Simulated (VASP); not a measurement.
# MgI2 in VASP: a series of runs

MgI2 is run at these levels: r2SCAN, PBE; tasks: single point.

Program: VASP 6.6.1. These are calculated values, not measurements. Logs are shortened: lines on timing, memory, paths and dates and some standing lists are left out, and cuts for length are marked.

## 1. The cell of the first run

It takes space group P-3m1 (No. 164, trigonal). The conventional cell has a = 4.220 Å, b = 4.220 Å, c = 6.976 Å, α = 90.00°, β = 90.00°, γ = 120.00°. Mg (site symmetry -3m) has 6 I at 2.94 Å within 3.9 Å. Within 3.9 Å of I (site symmetry 3m) lie 3 Mg at 2.94 Å.

## 2. Single point, r2SCAN (strain +1.5%)

POSCAR reads:

```
MgI2
1.0
    4.2195712777      0.0000000000      0.0000000000
   -2.1097856388      3.6542559196      0.0000000000
    0.0000000000      0.0000000000      6.9764250336
Mg I
1 2
Direct
    0.0000000000      0.0000000000      0.0000000000
    0.3333333333      0.6666666667      0.2370173563
    0.6666666667      0.3333333333      0.7629826437
```

INCAR.step1 reads:

```
  PREC = Accurate
  ENCUT = 520
  ISMEAR = 0
  SIGMA = 0.01
  LREAL = F
  LASPH = T
  NELM = 60
  NBANDS = 15
  GGA = PE
  ALGO = Normal
  EDIFF = 1E-4
  LWAVE = T
  LCHARG = F
```

INCAR.step2 reads:

```
  PREC = Accurate
  ENCUT = 520
  EDIFF = 1E-6
  ISMEAR = 0
  SIGMA = 0.01
  LREAL = F
  LASPH = T
  NELM = 60
  ALGO = Normal
  ISIF = 2
  LWAVE = F
  LCHARG = F
  METAGGA = R2SCAN
  LMIXTAU = T
  NBANDS = 15
  ISTART = 1
```

KPOINTS reads:

```
Automatic mesh
0
Gamma
  12 12 4
```

Potentials or basis: VASP PAW PBE potentials, release 64 (Mg, I).

Command:

```console
$ cat potpaw_PBE.64/Mg/POTCAR potpaw_PBE.64/I/POTCAR > POTCAR
$ cp INCAR.step1 INCAR
$ mpirun -np 1 vasp_std > vasp.out
$ cp INCAR.step2 INCAR
$ mpirun -np 1 vasp_std > vasp.out
```

OUTCAR:

```text
PREC = Accurate
   ENCUT = 520
   EDIFF = 1E-6
   ISMEAR = 0
   LREAL = F
   LASPH = T
   NELM = 60
   ISIF = 2
   METAGGA = R2SCAN
   ISTART = 1

 ion  position               nearest neighbor table
   1  0.000  0.000  0.000-   2 2.94   3 2.94   3 2.94   2 2.94   3 2.94   2 2.94
   2  0.333  0.667  0.237-   1 2.94   1 2.94   1 2.94
   3  0.667  0.333  0.763-   1 2.94   1 2.94   1 2.94

  LATTYP: Found a hexagonal cell.
 ALAT       =     4.2195712777
 C/A-ratio  =     1.6533492562

  Lattice vectors:

 A1 = (   4.2195712777,   0.0000000000,   0.0000000000)
 A2 = (  -2.1097856388,   3.6542559196,   0.0000000000)
 A3 = (   0.0000000000,   0.0000000000,   6.9764250336)

Analysis of symmetry for initial positions (statically):
=====================================================================
 Subroutine PRICEL returns:
 Original cell was already a primitive cell.

 Routine SETGRP: Setting up the symmetry group for a
 hexagonal supercell.

 Subroutine GETGRP returns: Found 12 space group operations
 (whereof 12 operations were pure point group operations)
 out of a pool of 24 trial point group operations.

The static configuration has the point symmetry D_3d.

Analysis of symmetry for dynamics (positions and initial velocities):
=====================================================================
 Subroutine PRICEL returns:
 Original cell was already a primitive cell.

 Routine SETGRP: Setting up the symmetry group for a
 hexagonal supercell.

 Subroutine GETGRP returns: Found 12 space group operations
 (whereof 12 operations were pure point group operations)
 out of a pool of 24 trial point group operations.

The dynamic configuration has the point symmetry D_3d.

 Subroutine INISYM returns: Found 12 space group operations
 (whereof 12 operations are pure point group operations),
 and found     1 'primitive' translations

----------------------------------------------------------------------------------------

                                     Primitive cell

  volume of cell :     107.5722

  direct lattice vectors                    reciprocal lattice vectors
     4.219571278  0.000000000  0.000000000     0.236990901  0.136826761  0.000000000
    -2.109785639  3.654255920  0.000000000     0.000000000  0.273653521  0.000000000
     0.000000000  0.000000000  6.976425034     0.000000000  0.000000000  0.143339890

  length of vectors
     4.219571278  4.219571278  6.976425034     0.273653521  0.273653521  0.143339890

  position of ions in fractional coordinates (direct lattice)
     0.000000000  0.000000000  0.000000000
     0.333333333  0.666666667  0.237017356
     0.666666667  0.333333333  0.762982644

  ion indices of the primitive-cell ions
   primitive index   ion index
                 1           1
                 2           2
                 3           3

----------------------------------------------------------------------------------------

 KPOINTS: Automatic mesh

Automatic generation of k-mesh.
 Grid dimensions read from file:
 generate k-points for:   12   12    4

 Generating k-lattice:

  Cartesian coordinates                     Fractional coordinates (reciprocal lattice)
     0.019749242  0.011402230  0.000000000     0.083333333  0.000000000  0.000000000
     0.000000000  0.022804460  0.000000000     0.000000000  0.083333333  0.000000000
     0.000000000  0.000000000  0.035834973     0.000000000  0.000000000  0.250000000

  Length of vectors
     0.022804460  0.022804460  0.035834973

  Shift w.r.t. Gamma in fractional coordinates (k-lattice)
     0.000000000  0.000000000  0.000000000

 Subroutine IBZKPT returns following result:
 ===========================================

 Found     69 irreducible k-points:

 Following reciprocal coordinates:
            Coordinates               Weight
  0.000000  0.000000  0.000000      1.000000
  0.083333  0.000000  0.000000      6.000000
  0.166667  0.000000  0.000000      6.000000
  0.250000 -0.000000  0.000000      6.000000
  0.333333 -0.000000  0.000000      6.000000
  0.416667  0.000000  0.000000      6.000000
[... 16 lines left out ...]
  0.166667  0.000000  0.250000      6.000000
  0.000000  0.166667  0.250000      6.000000
 [... further k-points ...]
   k-points           NKPTS =     69   k-points in BZ     NKDIM =     69   number of bands    NBANDS=     15
   number of dos      NEDOS =    301   number of ions     NIONS =      3
   total plane-waves  NPLWV =  55296
   dimension x,y,z NGX =    32 NGY =   32 NGZ =   54
   dimension x,y,z NGXF=    64 NGYF=   64 NGZF=  108
   ions per type =               1   2
   NGX,Y,Z   is equivalent  to a cutoff of  12.61, 12.61, 12.87 a.u.
   NGXF,Y,Z  is equivalent  to a cutoff of  25.22, 25.22, 25.74 a.u.
 SYSTEM =  unknown system
   PREC   = accura    normal or accurate (medium, high low for compatibility)
   ISTART =      1    job   : 0-new  1-cont  2-samecut
   ICHARG =      0    charge: 1-file 2-atom 10-const
   ISPIN  =      1    spin polarized calculation?
   LNONCOLLINEAR =      F non collinear calculations
   LSORBIT =      F    spin-orbit coupling
   LASPH  =      T    aspherical Exc in radial PAW
   ENCUT  =  520.0 eV  38.22 Ry    6.18 a.u.   7.85  7.85 12.97*2*pi/ulx,y,z
   NELM   =     60;   NELMIN=  2; NELMDL=  0     # of ELM steps
   EDIFF  = 0.1E-05   stopping-criterion for ELM
   LREAL  =      F    real-space projection
   EDIFFG = 0.1E-04   stopping-criterion for IOM
   NSW    =      0    number of steps for IOM
   IBRION =     -1    ionic relax: 0-MD 1-quasi-New 2-CG
   NFREE  =      0    steps in history (QN), initial steepest desc. (CG)
   ISIF   =      2    stress and relaxation
   ISYM   =      2    0-nonsym 1-usesym 2-fastsym
   POTIM  = 0.5000    time-step for ionic-motion
   TEBEG  =    0.0;   TEEND  =   0.0 temperature during run
   PSTRESS=    0.0 pullay stress
   NELECT =      16.0000    total number of electrons
   NUPDOWN=      -1.0000    fix difference up-down
   EMIN   =  10.00;   EMAX   =-10.00  energy-range for DOS
   EFERMI =   0.00;   METHOD = LEGACY
   ISMEAR =     0;   SIGMA  =   0.01  broadening in eV -4-tet -1-fermi 0-gaus
   EFERMI_NEDOS =   21; number of points for ismear=-14 and -15
   IALGO  =     38    algorithm
   IMIX   =      4    mixing-type and parameters
     AMIX     =   0.40;   BMIX     =  1.00
     AMIX_MAG =   1.60;   BMIX_MAG =  1.00
  volume/ion in A,a.u.               =      35.86       241.98
  Fermi-wavevector in a.u.,A,eV,Ry     =   0.867391  1.639131 10.236569  0.752367
  Thomas-Fermi vector in A             =   1.985918
   LORBIT       =      0    0 simple, 1 ext, 2 COOP (PROOUT), +10 PAW based schemes
   METAGGA = R2SCAN    functional components
   LHFCALC =     F    Hartree Fock is set to
   AEXX    =    0.0000 exact exchange contribution
   IVDW    =     0    specifies the selected vdW correction
   LEPSILON=     F    determine dielectric tensor
   LRPA    =     F    only Hartree local field effects (RPA)
 non-spin polarized calculation
 Gauss-broadening in eV      SIGMA  =   0.01
  energy-cutoff  :      520.00
  volume of cell :      107.57
 maximum number of plane-waves:      2940
   NGX = 15   NGY = 15   NGZ = 25

 number of electron      16.0000000 magnetization

 Free energy of the ion-electron system (eV)
  ---------------------------------------------------
  ext. energy  EPLUGINS =         0.00000000
  ---------------------------------------------------
  free energy    TOTEN  =       -56.93213315 eV

  energy without entropy =      -56.93213315  energy(sigma->0) =      -56.93213315

 E-fermi :   1.6897     XC(G=0):  -8.3428

 val. band max:        1.5978836889   @ k =   0.0000   0.0000   0.0000
 cond. band min:       5.6794310648   @ k =   0.5000  -0.0000   0.2500
 fundamental gap:      4.0815473759
 Fermi energy:         1.6897499530

 k-point     1 :       0.0000    0.0000    0.0000
  band No.  band energies     occupation
      1     -10.7188      2.00000
      2     -10.0137      2.00000
      3      -1.7506      2.00000
      4       1.0738      2.00000
      5       1.0738      2.00000
      6       1.4535      2.00000
      7       1.4535      2.00000
      8       1.5979      2.00000
      9       5.9320      0.00000
     10       6.9419      0.00000
     11       8.7637      0.00000
     12       8.7637      0.00000
     13       9.7259      0.00000
     14      10.2887      0.00000
     15      10.2887      0.00000

 k-point     2 :       0.0833    0.0000    0.0000
  band No.  band energies     occupation
      1     -10.6835      2.00000
      2      -9.9959      2.00000
      3      -1.7032      2.00000
      4       0.7983      2.00000
      5       0.9837      2.00000
      6       1.2169      2.00000
      7       1.4498      2.00000
      8       1.5813      2.00000
      9       6.2218      0.00000
     10       7.2198      0.00000
     11       8.4264      0.00000
     12       8.8842      0.00000
     13       9.9270      0.00000
     14      10.0766      0.00000
     15      10.4119      0.00000

 k-point     3 :       0.1667    0.0000    0.0000
  band No.  band energies     occupation
      1     -10.5827      2.00000
      2      -9.9481      2.00000
      3      -1.5721      2.00000
      4       0.1595      2.00000
      5       0.6897      2.00000
      6       0.7806      2.00000
      7       1.4060      2.00000
      8       1.5115      2.00000
      9       6.7268      0.00000
     10       7.5566      0.00000
     11       8.3378      0.00000
     12       9.1578      0.00000
     13       9.4129      0.00000
     14      10.2191      0.00000
     15      10.6888      0.00000

 k-point     4 :       0.2500   -0.0000    0.0000
  band No.  band energies     occupation
      1     -10.4323      2.00000
      2      -9.8867      2.00000
      3      -1.4147      2.00000
      4      -0.5248      2.00000
      5       0.1310      2.00000
      6       0.5534      2.00000
      7       1.3158      2.00000
      8       1.3728      2.00000
      9       6.6002      0.00000
     10       7.6785      0.00000
     11       8.5746      0.00000
     12       9.3189      0.00000
     13       9.3814      0.00000
     14      10.1424      0.00000
     15      11.0923      0.00000
[... 307 lines left out ...]
 k-point    22 :       0.0000    0.0833    0.2500
  band No.  band energies     occupation
      1     -10.6312      2.00000
      2     -10.0662      2.00000
      3      -1.4237      2.00000
      4       0.8069      2.00000
      5       0.9433      2.00000
      6       1.0259      2.00000
      7       1.3336      2.00000
      8       1.4018      2.00000
      9       6.5780      0.00000
     10       7.2733      0.00000
     11       8.4673      0.00000
     12       8.8659      0.00000
     13       9.6461      0.00000
     14      10.0734      0.00000
     15      10.1937      0.00000

 k-point    23 :       0.1667    0.0000    0.2500
  band No.  band energies     occupation
      1     -10.5333      2.00000
      2     -10.0127      2.00000
      3      -1.3335      2.00000
      4       0.0752      2.00000
      5       0.6746      2.00000
      6       0.8226      2.00000
      7       1.2349      2.00000
      8       1.3544      2.00000
      9       6.8984      0.00000
     10       7.6303      0.00000
     11       8.3661      0.00000
     12       9.0224      0.00000
     13       9.3142      0.00000
     14       9.9890      0.00000
     15      10.8145      0.00000

 k-point    24 :       0.0000    0.1667    0.2500
  band No.  band energies     occupation
      1     -10.5336      2.00000
      2     -10.0122      2.00000
      3      -1.3598      2.00000
      4       0.2545      2.00000
      5       0.5099      2.00000
      6       0.8310      2.00000
      7       1.2433      2.00000
      8       1.3423      2.00000
      9       6.7141      0.00000
     10       7.8019      0.00000
     11       8.6403      0.00000
     12       9.1408      0.00000
     13       9.2563      0.00000
     14       9.9766      0.00000
     15      10.4776      0.00000

 [... further k-points ...]

------------------------ aborting loop because EDIFF is reached ----------------------------------------

  FORCE on cell =-STRESS in cart. coord.  units (eV):
  Direction    XX          YY          ZZ          XY          YZ          ZX
  --------------------------------------------------------------------------------------
  -------------------------------------------------------------------------------------
  Total       -0.3457731     -0.3457731      0.0763256     -0.0000000      0.0000000     -0.0000000
  in kB       -5.1499331     -5.1499331      1.1367913     -0.0000000      0.0000000     -0.0000000
  external PRESSURE =      -3.0543583 kB  Pullay stress =       0.0000000 kB

 VOLUME and BASIS-vectors are now :
 -----------------------------------------------------------------------------
  energy-cutoff  :      520.00
  volume of cell :      107.57
      direct lattice vectors                 reciprocal lattice vectors
     4.219571278  0.000000000  0.000000000     0.236990901  0.136826761  0.000000000
    -2.109785639  3.654255920  0.000000000     0.000000000  0.273653521  0.000000000
     0.000000000  0.000000000  6.976425034     0.000000000  0.000000000  0.143339890

 POSITION                                       TOTAL-FORCE (eV/Angst)
 -----------------------------------------------------------------------------------
      0.00000      0.00000      0.00000        -0.000000      0.000000      0.000000
     -0.00000      2.43617      1.65353        -0.000000      0.000000     -0.039080
      2.10979      1.21809      5.32289         0.000000     -0.000000      0.039080
 -----------------------------------------------------------------------------------
    total drift:                               -0.000000      0.000000     -0.000000

  FREE ENERGIE OF THE ION-ELECTRON SYSTEM (eV)
  ---------------------------------------------------
  free  energy   TOTEN  =       -56.9321331461 eV

  energy  without entropy=      -56.9321331461  energy(sigma->0) =      -56.93213315
```

It took 5.8 min on 1 thread of Intel Xeon Platinum 8488C (Sapphire Rapids), shared host; peak memory 0.31 GiB.

What came out:

- Free energy: -56.9321 eV
- Pressure: -0.3 GPa
- Largest force: 0.039 eV/Å
- Band gap on the k mesh: 4.08 eV (least direct gap 4.33 eV)

Forces on the atoms (eV/Å):
```
Mg   0.000  0.000  0.000
I    0.000  0.000 -0.039
I    0.000  0.000  0.039
```

Caveat: the cell differs from its parent crystal (strain +1.5%); the PAW data sets were made with another functional, which shifts forces and pressure a little; spin-orbit coupling is left out, which moves the levels of the heavy elements.

## 3. Single point, PBE (shear xy strain +2.5%)

INCAR reads:

```
SYSTEM = MgI2
PREC = Accurate
ENCUT = 520
EDIFF = 1E-6
ISMEAR = -1
SIGMA = 0.02
LREAL = .FALSE.
LASPH = .TRUE.
NELM = 100
ALGO = Normal
ISIF = 2
LWAVE = .FALSE.
LCHARG = .FALSE.
GGA = PE
NBANDS = 15
```

KPOINTS reads:

```
regular mesh
0
G
  12 12 4
  0 0 0
```

POSCAR reads:

```
MgI2
1.0
    4.1572130815      0.0519651635      0.0000000000
   -2.0336033890      3.5742695557      0.0000000000
    0.0000000000      0.0000000000      6.8733251562
Mg I
1 2
Direct
    0.0000000000      0.0000000000      0.0000000000
    0.3333333333      0.6666666667      0.2426220995
    0.6666666667      0.3333333333      0.7573779005
```

Potentials or basis: VASP PAW PBE potentials, release 64 (Mg, I).

Command:

```console
$ cat potpaw_PBE.64/Mg/POTCAR potpaw_PBE.64/I/POTCAR > POTCAR
$ mpirun -np 1 vasp_std > vasp.out
```

It took 4.7 min on 1 thread of Intel Xeon Platinum 8488C (Sapphire Rapids), shared host; peak memory 0.57 GiB.

Results (log left out):

| Item | Value |
| --- | --- |
| Free energy | -7.6957 eV |
| Pressure | 1.1 GPa |
| Largest force | 0.007 eV/Å |
| Band gap on the k mesh | 3.43 eV (least direct gap 3.66 eV) |

Forces on the atoms (eV/Å):
```
Mg   0.000  0.000  0.000
I    0.006 -0.001  0.003
I   -0.006  0.001 -0.003
```

Stress tensor (GPa, compression positive):
```
 1.00 -0.41  0.05
-0.41  1.02 -0.01
 0.05 -0.01  1.23
```

Levels at points of the mesh, in eV from the valence-band top:
```tsv
k point	band 4	band 5	band 6	band 7	band 8	band 9	band 10	band 11	band 12	band 13
(0.00, 0.00, 0.00)	-0.53	-0.43	-0.15	-0.06	0.00	3.66	4.74	6.54	6.80	7.46
(0.50, 0.00, 0.00)	-2.83	-1.92	-1.31	-0.93	-0.40	3.69	5.41	5.50	7.05	7.93
(0.00, 0.50, 0.00)	-2.83	-1.89	-1.40	-0.93	-0.48	3.60	5.30	5.49	6.91	7.96
(0.50, 0.50, 0.00)	-2.83	-1.84	-1.50	-0.93	-0.55	3.52	5.19	5.48	6.78	7.99
(0.00, 0.00, 0.50)	-1.46	-0.43	-0.33	-0.25	-0.15	4.61	4.82	6.36	6.61	7.64
(0.50, 0.00, 0.50)	-3.21	-1.18	-1.13	-0.81	-0.63	3.56	5.23	5.64	6.08	7.80
(0.00, 0.50, 0.50)	-3.21	-1.25	-1.13	-0.82	-0.72	3.51	5.19	5.66	6.05	7.68
(0.50, 0.50, 0.50)	-3.21	-1.33	-1.13	-0.83	-0.80	3.46	5.14	5.69	6.02	7.57
```

Caveat: the cell differs from its parent crystal (shear xy strain +2.5%); spin-orbit coupling is left out, which moves the levels of the heavy elements. A k mesh can miss the band edges.
